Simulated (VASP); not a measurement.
# NaCl (Fm-3m) in VASP: notebook, part 2 of 2

VASP 6.6.1. The steps go on from the part before.

## (4) Single point, PBEsol

This run uses another cell than the first one, of 21.97 Å³/atom.

Input file INCAR:

```
PREC     = Accurate       # precision mode
ENCUT    = 520            # plane-wave cutoff, eV
EDIFF    = 1E-6           # SCF threshold, eV
ISMEAR   = -1             # smearing method
SIGMA    = 0.08           # smearing width, eV
LREAL    = False          # projectors in reciprocal space
LASPH    = True           # aspherical terms in the spheres
NELM     = 80             # most SCF steps
ALGO     = Normal         # electronic algorithm
ISIF     = 2              # what is computed and relaxed
LWAVE    = False          # write WAVECAR
LCHARG   = False          # write CHGCAR
GGA      = PS             # functional
NBANDS   = 14             # bands
```

Input file KPOINTS:

```
regular mesh
0
Gamma
  10 10 10
```

Input file POSCAR:

```
NaCl
1.0
    0.0000000000      2.8009525376      2.8009525376
    2.8009525376      0.0000000000      2.8009525376
    2.8009525376      2.8009525376      0.0000000000
Na Cl
1 1
Direct
    0.0000000000      0.0000000000      0.0000000000
    0.5000000000      0.5000000000      0.5000000000
```

Potentials or basis: VASP PAW PBE potentials, release 64 (Na_pv, Cl).

Started as:

```console
> cat potpaw_PBE.64/Na_pv/POTCAR potpaw_PBE.64/Cl/POTCAR > POTCAR
> mpirun -np 1 vasp_std > vasp.out
```

OUTCAR:

```text
PREC = Accurate
   ENCUT = 520
   EDIFF = 1E-6
   ISMEAR = -1
   LREAL = False
   LASPH = True
   NELM = 80
   ISIF = 2
   GGA = PS

 ion  position               nearest neighbor table
   1  0.000  0.000  0.000-
   2  0.500  0.500  0.500-

  LATTYP: Found a face centered cubic cell.
 ALAT       =     5.6019050752

  Lattice vectors:

 A1 = (   0.0000000000,   2.8009525376,   2.8009525376)
 A2 = (   2.8009525376,   0.0000000000,   2.8009525376)
 A3 = (   2.8009525376,   2.8009525376,   0.0000000000)

Analysis of symmetry for initial positions (statically):
=====================================================================
 Subroutine PRICEL returns:
 Original cell was already a primitive cell.

 Routine SETGRP: Setting up the symmetry group for a
 face centered cubic supercell.

 Subroutine GETGRP returns: Found 48 space group operations
 (whereof 48 operations were pure point group operations)
 out of a pool of 48 trial point group operations.

The static configuration has the point symmetry O_h .

Analysis of symmetry for dynamics (positions and initial velocities):
=====================================================================
 Subroutine PRICEL returns:
 Original cell was already a primitive cell.

 Routine SETGRP: Setting up the symmetry group for a
 face centered cubic supercell.

 Subroutine GETGRP returns: Found 48 space group operations
 (whereof 48 operations were pure point group operations)
 out of a pool of 48 trial point group operations.

The dynamic configuration has the point symmetry O_h .

 Subroutine INISYM returns: Found 48 space group operations
 (whereof 48 operations are pure point group operations),
 and found     1 'primitive' translations

----------------------------------------------------------------------------------------

                                     Primitive cell

  volume of cell :      43.9488

  direct lattice vectors                    reciprocal lattice vectors
     0.000000000  2.800952538  2.800952538    -0.178510701  0.178510701  0.178510701
     2.800952538  0.000000000  2.800952538     0.178510701 -0.178510701  0.178510701
     2.800952538  2.800952538  0.000000000     0.178510701  0.178510701 -0.178510701

  length of vectors
     3.961145066  3.961145066  3.961145066     0.309189603  0.309189603  0.309189603

  position of ions in fractional coordinates (direct lattice)
     0.000000000  0.000000000  0.000000000
     0.500000000  0.500000000  0.500000000

  ion indices of the primitive-cell ions
   primitive index   ion index
                 1           1
                 2           2

----------------------------------------------------------------------------------------

 KPOINTS: regular mesh

Automatic generation of k-mesh.
 Grid dimensions read from file:
 generate k-points for:   10   10   10

 Generating k-lattice:

  Cartesian coordinates                     Fractional coordinates (reciprocal lattice)
    -0.017851070  0.017851070  0.017851070     0.100000000  0.000000000  0.000000000
     0.017851070 -0.017851070  0.017851070     0.000000000  0.100000000  0.000000000
     0.017851070  0.017851070 -0.017851070     0.000000000  0.000000000  0.100000000

  Length of vectors
     0.030918960  0.030918960  0.030918960

  Shift w.r.t. Gamma in fractional coordinates (k-lattice)
     0.000000000  0.000000000  0.000000000

 Subroutine IBZKPT returns following result:
 ===========================================

 Found     47 irreducible k-points:

 Following reciprocal coordinates:
            Coordinates               Weight
  0.000000  0.000000  0.000000      1.000000
  0.100000  0.000000  0.000000      8.000000
  0.200000  0.000000  0.000000      8.000000
  0.300000  0.000000  0.000000      8.000000
  0.400000  0.000000  0.000000      8.000000
  0.500000  0.000000  0.000000      4.000000
[... 16 lines left out ...]
  0.300000  0.300000  0.000000      6.000000
  0.400000  0.300000  0.000000     24.000000
 [... further k-points ...]
   k-points           NKPTS =     47   k-points in BZ     NKDIM =     47   number of bands    NBANDS=     14
   number of dos      NEDOS =    301   number of ions     NIONS =      2
   total plane-waves  NPLWV =  27000
   dimension x,y,z NGX =    30 NGY =   30 NGZ =   30
   dimension x,y,z NGXF=    60 NGYF=   60 NGZF=   60
   ions per type =               1   1
   NGX,Y,Z   is equivalent  to a cutoff of  12.59, 12.59, 12.59 a.u.
   NGXF,Y,Z  is equivalent  to a cutoff of  25.18, 25.18, 25.18 a.u.
 SYSTEM =  unknown system
   PREC   = accura    normal or accurate (medium, high low for compatibility)
   ISTART =      0    job   : 0-new  1-cont  2-samecut
   ICHARG =      2    charge: 1-file 2-atom 10-const
   ISPIN  =      1    spin polarized calculation?
   LNONCOLLINEAR =      F non collinear calculations
   LSORBIT =      F    spin-orbit coupling
   LASPH  =      T    aspherical Exc in radial PAW
   ENCUT  =  520.0 eV  38.22 Ry    6.18 a.u.   7.37  7.37  7.37*2*pi/ulx,y,z
   NELM   =     80;   NELMIN=  2; NELMDL= -5     # of ELM steps
   EDIFF  = 0.1E-05   stopping-criterion for ELM
   LREAL  =      F    real-space projection
   EDIFFG = 0.1E-04   stopping-criterion for IOM
   NSW    =      0    number of steps for IOM
   IBRION =     -1    ionic relax: 0-MD 1-quasi-New 2-CG
   NFREE  =      0    steps in history (QN), initial steepest desc. (CG)
   ISIF   =      2    stress and relaxation
   ISYM   =      2    0-nonsym 1-usesym 2-fastsym
   POTIM  = 0.5000    time-step for ionic-motion
   TEBEG  =    0.0;   TEEND  =   0.0 temperature during run
   PSTRESS=    0.0 pullay stress
   NELECT =      14.0000    total number of electrons
   NUPDOWN=      -1.0000    fix difference up-down
   EMIN   =  10.00;   EMAX   =-10.00  energy-range for DOS
   EFERMI =   0.00;   METHOD = LEGACY
   ISMEAR =    -1;   SIGMA  =   0.08  broadening in eV -4-tet -1-fermi 0-gaus
   EFERMI_NEDOS =   21; number of points for ismear=-14 and -15
   IALGO  =     38    algorithm
   IMIX   =      4    mixing-type and parameters
     AMIX     =   0.40;   BMIX     =  1.00
     AMIX_MAG =   1.60;   BMIX_MAG =  1.00
  volume/ion in A,a.u.               =      21.97       148.29
  Fermi-wavevector in a.u.,A,eV,Ry     =   1.118069  2.112843 17.008334  1.250077
  Thomas-Fermi vector in A             =   2.254697
   LORBIT       =      0    0 simple, 1 ext, 2 COOP (PROOUT), +10 PAW based schemes
   GGA     = PS    functional components
   LHFCALC =     F    Hartree Fock is set to
   AEXX    =    0.0000 exact exchange contribution
   IVDW    =     0    specifies the selected vdW correction
   LEPSILON=     F    determine dielectric tensor
   LRPA    =     F    only Hartree local field effects (RPA)
 non-spin polarized calculation
  energy-cutoff  :      520.00
  volume of cell :       43.95
 maximum number of plane-waves:      1243
 NGX is ok and might be reduce to    30
   NGX = 15   NGY = 15   NGZ = 15

 number of electron      14.0000004 magnetization

 Free energy of the ion-electron system (eV)
  ---------------------------------------------------
  ext. energy  EPLUGINS =         0.00000000
  ---------------------------------------------------
  free energy    TOTEN  =        -6.99828893 eV

  energy without entropy =       -6.99828893  energy(sigma->0) =       -6.99828893

 E-fermi :   1.0553     XC(G=0):  -8.4234

 val. band max:       -0.6664853409   @ k =   0.0000   0.0000   0.0000
 cond. band min:       4.3403200450   @ k =   0.0000   0.0000   0.0000
 fundamental gap:      5.0068053858
 Fermi energy:         1.0552872542

 k-point     1 :       0.0000    0.0000    0.0000
  band No.  band energies     occupation
      1     -21.2802      2.00000
      2     -21.2802      2.00000
      3     -21.2802      2.00000
      4     -13.3579      2.00000
      5      -0.6665      2.00000
      6      -0.6665      2.00000
      7      -0.6665      2.00000
      8       4.3403      0.00000
      9      10.3503      0.00000
     10      10.3503      0.00000
     11      10.3503      0.00000
     12      12.5979      0.00000
     13      12.5979      0.00000
     14      14.0045      0.00000
[... 377 lines left out ...]
      1     -21.3009      2.00000
      2     -21.2880      2.00000
      3     -21.2871      2.00000
      4     -13.0106      2.00000
      5      -2.2164      2.00000
      6      -1.2488      2.00000
      7      -1.1662      2.00000
      8       7.1023      0.00000
      9       7.7609      0.00000
     10       9.7013      0.00000
     11      12.3754      0.00000
     12      12.9549      0.00000
     13      14.5707      0.00000
     14      17.3672      0.00000

 [... further k-points ...]

------------------------ aborting loop because EDIFF is reached ----------------------------------------

  FORCE on cell =-STRESS in cart. coord.  units (eV):
  Direction    XX          YY          ZZ          XY          YZ          ZX
  --------------------------------------------------------------------------------------
  -------------------------------------------------------------------------------------
  Total        0.0065151      0.0065151      0.0065151      0.0000000      0.0000000     -0.0000000
  in kB        0.2375118      0.2375118      0.2375118      0.0000000      0.0000000     -0.0000000
  external PRESSURE =       0.2375118 kB  Pullay stress =       0.0000000 kB

 VOLUME and BASIS-vectors are now :
 -----------------------------------------------------------------------------
  energy-cutoff  :      520.00
  volume of cell :       43.95
      direct lattice vectors                 reciprocal lattice vectors
     0.000000000  2.800952538  2.800952538    -0.178510701  0.178510701  0.178510701
     2.800952538  0.000000000  2.800952538     0.178510701 -0.178510701  0.178510701
     2.800952538  2.800952538  0.000000000     0.178510701  0.178510701 -0.178510701

 POSITION                                       TOTAL-FORCE (eV/Angst)
 -----------------------------------------------------------------------------------
      0.00000      0.00000      0.00000         0.000000      0.000000     -0.000000
      2.80095      2.80095      2.80095         0.000000     -0.000000      0.000000
 -----------------------------------------------------------------------------------
    total drift:                               -0.000000      0.000000      0.000000

  FREE ENERGIE OF THE ION-ELECTRON SYSTEM (eV)
  ---------------------------------------------------
  free  energy   TOTEN  =        -6.9982889339 eV

  energy  without entropy=       -6.9982889338  energy(sigma->0) =       -6.99828893
```

It took 21 s on 1 thread of Intel Xeon Platinum 8488C (Sapphire Rapids), shared host; peak memory 0.17 GiB.

Results:

| Item | Value |
| --- | --- |
| Free energy | -6.9983 eV |
| Pressure | 0.0 GPa |
| Band gap on the k mesh | 5.01 eV |

Caveat: the PAW data sets were made with another functional, which shifts forces and pressure a little.

## (5) Overview

```csv
cell,k mesh,smearing,gap on the mesh (eV),pressure (GPa)
"a = 3.941 Å, angles 60.0°, 2 atoms",8 × 8 × 8,gaussian 0.01 eV,5.06,0.4
"a = 3.981 Å, angles 60.0°, 2 atoms",8 × 8 × 8,gaussian 0.01 eV,4.95,-0.4
"a = 3.961 Å, angles 60.0°, 2 atoms",10 × 10 × 10,fermi-dirac 0.08 eV,5.01,0.0
```

Alike in all rows: task single point; level PBEsol; potentials or basis VASP PAW PBE potentials, release 64 (Na_pv, Cl); no spin polarisation; cutoff (eV) 520.

Caveats: the PAW data sets were made with another functional, which shifts forces and pressure a little.

Total energies depend on the potentials used, so only differences within one code and one set of settings carry meaning.
